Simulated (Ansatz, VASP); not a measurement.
# MnHg in VASP and in Ansatz

```xyz
2
Lattice="3.4195 0.0000 0.0000 0.0000 3.4195 0.0000 0.0000 0.0000 3.3130" Properties=species:S:1:pos:R:3 pbc="T T T"
Hg    0.0000    0.0000    0.0000
Mn    1.7098    1.7098    1.6565
```

Alike in both runs: functional PBE; k mesh 7 × 7 × 7; occupations fermi-dirac, width 0.05 eV; collinear spin.

```csv
,VASP,Ansatz
version,VASP 6.6.1,Ansatz 0.2.0
potentials or method,"VASP PAW PBE potentials, release 64 (Hg, Mn_pv)",Ansatz PAW
plane-wave cutoff (eV),520,420
valence electrons in the cell,25,35
task,single point,band structure
```

VASP gave:

| Quantity | Value |
| --- | --- |
| gap on the k mesh at the Fermi level (eV) | none |
| pressure (GPa) | -3.7 |
| traceless stress, the component that is largest in VASP (GPa) | 0.57 |
| net moment per atom (μB) | 1.98 |
| size of the moment on the site where the two differ most (μB) | 3.90 |

Estimate Ansatz's values.

gap on the k mesh at the Fermi level (eV): none; pressure (GPa): -4.1; traceless stress, the component that is largest in VASP (GPa): 0.55; net moment per atom (μB): 1.98; size of the moment on the site where the two differ most (μB): 3.97.

Site moments also hang on the region over which each program counts them. A gap of «none» marks a metal or a gap that the smearing closes. VASP's potentials hold 25 valence electrons a cell and Ansatz's 35, so a difference there can come from the potentials and not from the codes.

Spin-orbit coupling is off throughout.
